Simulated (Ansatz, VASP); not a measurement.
Zr: VASP beside Ansatz

```xyz
3
Lattice="5.0422 0.0000 0.0000 -2.5211 4.3666 0.0000 0.0000 0.0000 3.1490" Properties=species:S:1:pos:R:3 pbc="T T T"
Zr    0.0000    0.0000    0.0000
Zr    0.0000    2.9111    1.5745
Zr    2.5211    1.4555    1.5745
```

Alike in both runs: functional PBE; k mesh 12 × 12 × 14; occupations gaussian, width 0.1 eV; no spin polarisation.

Ansatz relaxed the structure, and its values are those at the end. VASP's run is a single point on that final structure, the one shown.

|  | VASP | Ansatz |
| --- | --- | --- |
| version | VASP 6.6.1 | Ansatz 0.2.0 |
| potentials or method | VASP PAW PBE potentials, release 64 (Zr_sv), cutoff 520 eV | scalar-relativistic, plane waves, PAW |
| valence electrons in the cell | 36 | 36 |

|  | VASP | Ansatz | Ansatz less VASP |
| --- | --- | --- | --- |
| gap on the k mesh at the Fermi level (eV) | none | none | - |
| pressure (GPa) | 0.0 | 0.0 | -0.02 |

A gap of «none» marks a metal or a gap that the smearing closes.
